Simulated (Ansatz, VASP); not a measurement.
Two plane-wave programs on CaSe

The input INCAR:

```
SYSTEM = CaSe
ALGO     = Normal         ! electronic algorithm
EDIFF    = 1E-6           ! SCF threshold, eV
ENCUT    = 500            ! plane-wave cutoff, eV
GGA      = PE             ! functional
GGA_COMPAT= .FALSE.      
ISIF     = 2              ! what is computed and relaxed
ISMEAR   = 0              ! smearing method
LASPH    = .TRUE.         ! aspherical terms in the spheres
LCHARG   = .FALSE.        ! write CHGCAR
LREAL    = .FALSE.        ! projectors in reciprocal space
LWAVE    = .FALSE.        ! write WAVECAR
NBANDS   = 15             ! bands
NELM     = 120            ! most SCF steps
PREC     = Accurate       ! precision mode
SIGMA    = 0.02           ! smearing width, eV
```

KPOINTS

```
k-points
0
G
  8 8 8
  0 0 0
```

POSCAR

```
CaSe
1.0
    0.0000000000      2.9789927088      2.9789927088
    2.9789927088      0.0000000000      2.9789927088
    2.9789927088      2.9789927088      0.0000000000
Ca Se
1 1
Direct
    0.0000000000      0.0000000000      0.0000000000
    0.5000000000      0.5000000000      0.5000000000
```

Input for Ansatz:

```yaml
crystal:
  lattice:
    - [0.0, 2.9789927088, 2.9789927088]
    - [2.9789927088, 0.0, 2.9789927088]
    - [2.9789927088, 2.9789927088, 0.0]
  atoms:
    - { symbol: Ca, position: [0.0, 0.0, 0.0] }
    - { symbol: Se, position: [0.5, 0.5, 0.5] }
basis:
  ecutwfc: 600.0
kpoints:
  mp_grid: { grid: [8, 8, 8] }
  band_path:
    path:
      - [[0.0, 0.0, 0.0], [0.5, 0.0, 0.5], [0.625, 0.25, 0.625]]
      - [[0.375, 0.375, 0.75], [0.0, 0.0, 0.0], [0.5, 0.5, 0.5], [0.5, 0.25, 0.75], [0.5, 0.0, 0.5]]
    npoints: 10
hamiltonian:
  xc: pbe
  pseudopotentials: { kind: paw, azcp: { folder: soft_1 } }
scf:
  occupations: { method: gaussian, width: 0.02 }
  n_extra_bands: 7
output:
  forces: true
  stress: true
  eigenvalues: true
```

Alike in both runs: task single point; functional PBE; k mesh 8 × 8 × 8; occupations gaussian, width 0.02 eV; no spin polarisation.

```csv
,VASP,Ansatz
version,VASP 6.6.1,Ansatz 0.2.0
potentials or method,"VASP PAW PBE potentials, release 64 (Ca_sv, Se), cutoff 500 eV","scalar-relativistic, plane waves, PAW"
valence electrons in the cell,16,26
```

VASP gave:

```
gap on the k mesh at the Fermi level (eV) : 2.07
least direct gap on the mesh (eV)         : 2.99
pressure (GPa)                            : 0.2
```

**Question.** Estimate Ansatz's values.

**Answer.** gap on the k mesh at the Fermi level (eV): 2.08; least direct gap on the mesh (eV): 2.99; pressure (GPa): 0.0.

VASP's potentials hold 16 valence electrons a cell and Ansatz's 26, so a difference there can come from the potentials and not from the codes.
